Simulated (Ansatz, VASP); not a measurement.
**Two plane-wave programs on LiBe**

POSCAR

```
LiBe
1.0
    2.8127122882      0.0216259235      0.0069715807
    0.0216259235      2.8059510568      0.0089949418
    0.0069715807      0.0089949418      2.8079343514
Li Be
1 1
Direct
    0.0248500000      0.0329100000      0.0354800000
    0.4846100000      0.4953800000      0.5326000000
```

File INCAR.step1:

```
PREC = Accurate ; ENCUT = 520
ISMEAR = -1 ; SIGMA = 0.1
LREAL = False ; LASPH = True
NELM = 80 ; NBANDS = 10
GGA = PE ; ALGO = Normal
EDIFF = 1E-4 ; LWAVE = True
LCHARG = False
```

Contents of INCAR.step2:

```
PREC = Accurate ; ENCUT = 520
EDIFF = 1E-6 ; ISMEAR = -1
SIGMA = 0.1 ; LREAL = False
LASPH = True ; NELM = 80
ALGO = Normal ; ISIF = 2
LWAVE = False ; LCHARG = False
METAGGA = R2SCAN ; LMIXTAU = True
NBANDS = 10 ; ISTART = 1
```

File KPOINTS:

```
Automatic mesh
0
Gamma
  7 7 7
```

Input for Ansatz:

```yaml
crystal:
  lattice:
    - [2.8127122881505717, 0.02162592352714735, 0.006971580720192013]
    - [0.02162592352714735, 2.805951056848661, 0.008994941791282223]
    - [0.006971580720192013, 0.008994941791282223, 2.807934351363888]
  atoms:
    - { symbol: Li, position: [0.02485, 0.03291, 0.03548] }
    - { symbol: Be, position: [0.48461, 0.49538, 0.5326] }
basis:
  ecutwfc: 650.0
  xc_grid: 2
kpoints:
  mp_grid:
    grid: [7, 7, 7]
hamiltonian:
  xc: r2scan
scf:
  convergence:
    dr2_threshold: 1.0e-09
  occupations:
    method: fermi_dirac
    width: 0.1
output:
  forces: true
  stress: true
```

Alike in both runs: task single point; functional r2SCAN; k mesh 7 × 7 × 7; occupations fermi-dirac, width 0.1 eV; no spin polarisation.

|  | VASP | Ansatz |
| --- | --- | --- |
| version | VASP 6.6.1 | Ansatz 0.2.0 |
| potentials or method | VASP PAW PBE potentials, release 64 (Li_sv, Be), cutoff 520 eV | plane waves, PAW |
| valence electrons in the cell | 5 | 5 |

Ansatz gave:

| Property | Result |
| --- | --- |
| rms of the force components (eV/Å) | 0.409 |

Estimate VASP's values.

rms of the force components (eV/Å): 0.427.

VASP's potentials were made for PBE, not for r2SCAN. Atom by atom the forces differ by 0.019 eV/Å (rms over components). Ansatz's warnings: stress scf threshold loose.

Noted on VASP's run: the cutoff is under 1.25 times that of the potentials, so the pressure is a little rough.
